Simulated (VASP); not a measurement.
Input of a VASP 6.6.1 run:

File INCAR:

```
SYSTEM = GaN
PREC = Accurate ; ENCUT = 520
EDIFF = 1E-7 ; ISMEAR = -1
SIGMA = 0.08 ; LREAL = .FALSE.
LASPH = .TRUE. ; NELM = 60
ALGO = Normal ; ISIF = 2
LWAVE = .FALSE. ; LCHARG = .FALSE.
GGA = PE ; NBANDS = 16
```

KPOINTS

```
regular mesh
0
G
  16 16 16
  0 0 0
```

Contents of POSCAR:

```
GaN
1.0
    0.0000000000      2.2096402055      2.2096402055
    2.2096402055      0.0000000000      2.2096402055
    2.2096402055      2.2096402055      0.0000000000
Ga N
1 1
Direct
    0.0000000000      0.0000000000      0.0000000000
    0.2500000000      0.2500000000      0.2500000000
```

Potentials or basis: VASP PAW PBE potentials, release 64 (Ga_d, N).

The run is started by

```bash
$ cat potpaw_PBE.64/Ga_d/POTCAR potpaw_PBE.64/N/POTCAR > POTCAR
$ mpirun -np 1 vasp_std > vasp.out
```

Question: What does it give for the pressure?

Answer: 17.9 GPa.

Question: Predict the band gap on the k mesh.

Answer: 2.11 eV, direct.

A k mesh can miss the band edges. Expect the measured gap to be larger: semilocal functionals such as PBE lack the derivative discontinuity.
